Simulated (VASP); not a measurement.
Here is a VASP 6.6.1 calculation.

The input INCAR:

```
ALGO = Normal
EDIFF = 1E-6
ENCUT = 520
GGA = PS
ISIF = 2
ISMEAR = -1
ISPIN = 2
LASPH = True
LCHARG = False
LMAXMIX = 4
LORBIT = 11
LREAL = False
LWAVE = False
MAGMOM = 5 5 0 0 0 0
NBANDS = 38
NELM = 150
NUPDOWN = 10.0
PREC = Accurate
SIGMA = 0.05
```

Contents of KPOINTS:

```
k-points
0
Gamma
  9 9 3
```

Contents of POSCAR:

```
MnO2
1.0
    2.8549554371      0.0000000000      0.0000000000
   -1.4274777185      2.4724639352      0.0000000000
    0.0000000000      0.0000000000     10.2217427273
Mn O
2 4
Direct
    0.0000000000      0.0000000000      0.5000000000
    0.0000000000      0.0000000000      0.0000000000
    0.6666666667      0.3333333333      0.4068564500
    0.6666666667      0.3333333333      0.0931435500
    0.3333333333      0.6666666667      0.5931435500
    0.3333333333      0.6666666667      0.9068564500
```

Potentials or basis: VASP PAW PBE potentials, release 64 (Mn_pv, O).

Run with:

```console
$ cat potpaw_PBE.64/Mn_pv/POTCAR potpaw_PBE.64/O/POTCAR > POTCAR
$ mpirun -np 1 vasp_std > vasp.out
```

(1) Predict the pressure.

(2) Predict the largest force.

Results:

(1) 28.5 GPa.

(2) 1.248 eV/Å.

Caveat: the stress differs along the axes, from 10 to 38 GPa; the PAW data sets were made with another functional, which shifts forces and pressure a little; the total moment is fixed, so each spin has its own Fermi level and the state may be an excited one; the run started ferromagnetic, and an antiferromagnetic order may lie lower in energy.
